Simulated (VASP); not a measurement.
# BiTe (R-3m) in VASP: further runs, part 2 of 2

VASP 6.6.1.

### Step 4. Single point, PBEsol

This run uses another cell than the first one, of 31.96 Å³/atom, 1.104 times its volume.

Input file INCAR:

```
SYSTEM = BiTe
  ALGO = Normal
  EDIFF = 1E-7
  ENCUT = 520
  GGA = PS
  ISIF = 2
  ISMEAR = -1
  LASPH = .TRUE.
  LCHARG = .FALSE.
  LREAL = .FALSE.
  LWAVE = .FALSE.
  NBANDS = 18
  NELM = 100
  PREC = Accurate
  SIGMA = 0.05
```

Input file KPOINTS:

```
k-points
0
G
  7 7 7
  0 0 0
```

Input file POSCAR:

```
BiTe
1.0
    2.4050129375      1.3885348668      3.1898636301
   -2.4050129375      1.3885348668      3.1898636301
    0.0000000000     -2.7770697337      3.1898636301
Bi Te
1 1
Direct
    0.5000000000      0.5000000000      0.5000000000
    0.0000000000      0.0000000000      0.0000000000
```

Potentials or basis: VASP PAW PBE potentials, release 64 (Bi_d, Te).

Run with:

```console
cat potpaw_PBE.64/Bi_d/POTCAR potpaw_PBE.64/Te/POTCAR > POTCAR
mpirun -np 1 vasp_std > vasp.out
```

OUTCAR:

```text
SYSTEM = BiTe
   EDIFF = 1E-7
   ENCUT = 520
   GGA = PS
   ISIF = 2
   ISMEAR = -1
   LASPH = .TRUE.
   LREAL = .FALSE.
   NELM = 100
   PREC = Accurate

 ion  position               nearest neighbor table
   1  0.500  0.500  0.500-   2 3.20   2 3.20   2 3.20   2 3.20   2 3.20   2 3.20
   2  0.000  0.000  0.000-   1 3.20   1 3.20   1 3.20   1 3.20   1 3.20   1 3.20

  LATTYP: Found a trigonal (rhomboedric) cell.
 ALAT       =     4.2293434815
 COS(alpha) =     0.3532760939

  Lattice vectors:

 A1 = (   2.4050129375,   1.3885348668,   3.1898636301)
 A2 = (  -2.4050129375,   1.3885348668,   3.1898636301)
 A3 = (   0.0000000000,  -2.7770697337,   3.1898636301)

Analysis of symmetry for initial positions (statically):
=====================================================================
 Subroutine PRICEL returns:
 Original cell was already a primitive cell.

 Routine SETGRP: Setting up the symmetry group for a
 trigonal (rhombohedral) supercell.

 Subroutine GETGRP returns: Found 12 space group operations
 (whereof 12 operations were pure point group operations)
 out of a pool of 12 trial point group operations.

The static configuration has the point symmetry D_3d.

Analysis of symmetry for dynamics (positions and initial velocities):
=====================================================================
 Subroutine PRICEL returns:
 Original cell was already a primitive cell.

 Routine SETGRP: Setting up the symmetry group for a
 trigonal (rhombohedral) supercell.

 Subroutine GETGRP returns: Found 12 space group operations
 (whereof 12 operations were pure point group operations)
 out of a pool of 12 trial point group operations.

The dynamic configuration has the point symmetry D_3d.

 Subroutine INISYM returns: Found 12 space group operations
 (whereof 12 operations are pure point group operations),
 and found     1 'primitive' translations

----------------------------------------------------------------------------------------
[... 105 lines left out ...]
   NUPDOWN=      -1.0000    fix difference up-down
   EMIN   =  10.00;   EMAX   =-10.00  energy-range for DOS
   EFERMI =   0.00;   METHOD = LEGACY
   ISMEAR =    -1;   SIGMA  =   0.05  broadening in eV -4-tet -1-fermi 0-gaus
   EFERMI_NEDOS =   21; number of points for ismear=-14 and -15
   IALGO  =     38    algorithm
   IMIX   =      4    mixing-type and parameters
     AMIX     =   0.40;   BMIX     =  1.00
     AMIX_MAG =   1.60;   BMIX_MAG =  1.00
  volume/ion in A,a.u.               =      31.96       215.66
  Fermi-wavevector in a.u.,A,eV,Ry     =   1.129663  2.134753 17.362905  1.276138
  Thomas-Fermi vector in A             =   2.266357
   LORBIT       =      0    0 simple, 1 ext, 2 COOP (PROOUT), +10 PAW based schemes
   GGA     = PS    functional components
   LHFCALC =     F    Hartree Fock is set to
   AEXX    =    0.0000 exact exchange contribution
   IVDW    =     0    specifies the selected vdW correction
   LEPSILON=     F    determine dielectric tensor
   LRPA    =     F    only Hartree local field effects (RPA)
 non-spin polarized calculation
  energy-cutoff  :      520.00
  volume of cell :       63.91
 maximum number of plane-waves:      1731
   NGX = 15   NGY = 15   NGZ = 15

 number of electron      21.0000008 magnetization

 Free energy of the ion-electron system (eV)
  ---------------------------------------------------
  ext. energy  EPLUGINS =         0.00000000
  ---------------------------------------------------
  free energy    TOTEN  =        -8.00016991 eV

  energy without entropy =       -7.98802683  energy(sigma->0) =       -7.99409837

 E-fermi :   7.1476     XC(G=0):  -9.8797

 val. band max:        7.1325786467   @ k =   0.2857   0.2857   0.2857
 cond. band min:       7.1981832047   @ k =  -0.4286   0.2857   0.2857
 fundamental gap:      0.0656045580
 Fermi energy:         7.1475936774

 k-point     1 :       0.0000    0.0000    0.0000
  band No.  band energies     occupation
      1     -16.0131      2.00000
      2     -16.0131      2.00000
      3     -15.9984      2.00000
      4     -15.9984      2.00000
      5     -15.9758      2.00000
      6      -6.6794      2.00000
[... 481 lines left out ...]
      5     -15.9748      2.00000
      6      -5.3385      2.00000
[... 10 lines left out ...]
     17      16.3452      0.00000
     18      17.9499      0.00000

 [... further k-points ...]
[... 5 lines left out ...]
  --------------------------------------------------------------------------------------
  -------------------------------------------------------------------------------------
  Total        0.0010852      0.0010852     -0.0227811      0.0000000      0.0000000      0.0000000
  in kB        0.0272024      0.0272024     -0.5710686      0.0000000      0.0000000      0.0000000
  external PRESSURE =      -0.1722213 kB  Pullay stress =       0.0000000 kB

 VOLUME and BASIS-vectors are now :
 -----------------------------------------------------------------------------
  energy-cutoff  :      520.00
  volume of cell :       63.91
      direct lattice vectors                 reciprocal lattice vectors
     2.405012938  1.388534867  3.189863630     0.207899090  0.120030595  0.104497675
    -2.405012938  1.388534867  3.189863630    -0.207899090  0.120030595  0.104497675
     0.000000000 -2.777069734  3.189863630     0.000000000 -0.240061191  0.104497675

 POSITION                                       TOTAL-FORCE (eV/Angst)
 -----------------------------------------------------------------------------------
      0.00000     -0.00000      4.78480        -0.000000      0.000000     -0.000000
      0.00000      0.00000      0.00000         0.000000     -0.000000      0.000000
 -----------------------------------------------------------------------------------
    total drift:                               -0.000000      0.000000     -0.000000

  FREE ENERGIE OF THE ION-ELECTRON SYSTEM (eV)
  ---------------------------------------------------
  free  energy   TOTEN  =        -8.0001699102 eV

  energy  without entropy=       -7.9880268285  energy(sigma->0) =       -7.99409837
```

OSZICAR:

```text
N       E                     dE             d eps       ncg     rms          rms(c)
DAV:   1     0.154225957565E+03    0.15423E+03   -0.99893E+03  1592   0.114E+03
DAV:   2     0.381152128313E+01   -0.15041E+03   -0.14632E+03  1720   0.306E+02
DAV:   3    -0.771337726311E+01   -0.11525E+02   -0.11437E+02  1920   0.876E+01
DAV:   4    -0.803091626055E+01   -0.31754E+00   -0.31702E+00  2014   0.155E+01
DAV:   5    -0.804193868307E+01   -0.11022E-01   -0.11022E-01  2128   0.264E+00    0.658E+00
DAV:   6    -0.800050997792E+01    0.41429E-01   -0.11793E-01  2308   0.226E+00    0.407E+00
DAV:   7    -0.800086742471E+01   -0.35745E-03   -0.33834E-02  1978   0.101E+00    0.578E-01
DAV:   8    -0.800011408231E+01    0.75334E-03   -0.61910E-03  2038   0.554E-01    0.138E-01
DAV:   9    -0.800017226897E+01   -0.58187E-04   -0.54757E-04  1774   0.142E-01    0.440E-02
DAV:  10    -0.800017187532E+01    0.39365E-06   -0.28158E-05  2160   0.332E-02    0.247E-02
DAV:  11    -0.800017029394E+01    0.15814E-05   -0.68191E-06  2212   0.175E-02    0.270E-03
DAV:  12    -0.800016995600E+01    0.33795E-06   -0.16833E-06  2044   0.989E-03    0.119E-03
DAV:  13    -0.800016991022E+01    0.45782E-07   -0.10641E-07  1238   0.178E-03
   1 F= -.80001699E+01 E0= -.79940984E+01  d E =-.121431E-01
```

stdout:

```text
POSCAR found type information on POSCAR BiTe
 POSCAR found :  2 types and       2 ions
 scaLAPACK will be used
 -----------------------------------------------------------------------------
|                                                                             |
|                                                                             |
|     You enforced a specific xc type in the INCAR file but a different       |
|     I HOPE YOU KNOW WHAT YOU ARE DOING!                                     |
|                                                                             |
 -----------------------------------------------------------------------------

 LDA part: xc-table for (Slater+PW92), standard interpolation
 POSCAR, INCAR and KPOINTS ok, starting setup
 FFT: planning ... GRIDC
 FFT: planning ... GRID_SOFT
 FFT: planning ... GRID
 WAVECAR not read
 entering main loop
```

It took 28 s on 1 thread of Intel Xeon Platinum 8259CL at 2.50GHz (Skylake/Cascade Lake), shared host; peak memory 0.2 GiB.

What came out:

- Free energy: -8.0002 eV
- Pressure: 0.0 GPa

Caveat: the PAW data sets were made with another functional, which shifts forces and pressure a little; spin-orbit coupling is left out, which moves the levels of the heavy elements.

### Step 5. Overview

| cell | gap on the mesh (eV) | pressure (GPa) |
| --- | --- | --- |
| a = 4.015 Å, angles 73.3°, 2 atoms | none | 5.0 |
| a = 4.122 Å, angles 71.5°, 2 atoms | none | 2.0 |
| a = 4.229 Å, angles 69.3°, 2 atoms | none | 0.0 |

Alike in all rows: task single point; level PBEsol; potentials or basis VASP PAW PBE potentials, release 64 (Bi_d, Te); no spin polarisation; k mesh 7 × 7 × 7; cutoff (eV) 520; smearing fermi-dirac 0.05 eV.

Caveats: the PAW data sets were made with another functional, which shifts forces and pressure a little; spin-orbit coupling is left out, which moves the levels of the heavy elements.

Total energies depend on the potentials used, so only differences within one code and one set of settings carry meaning.
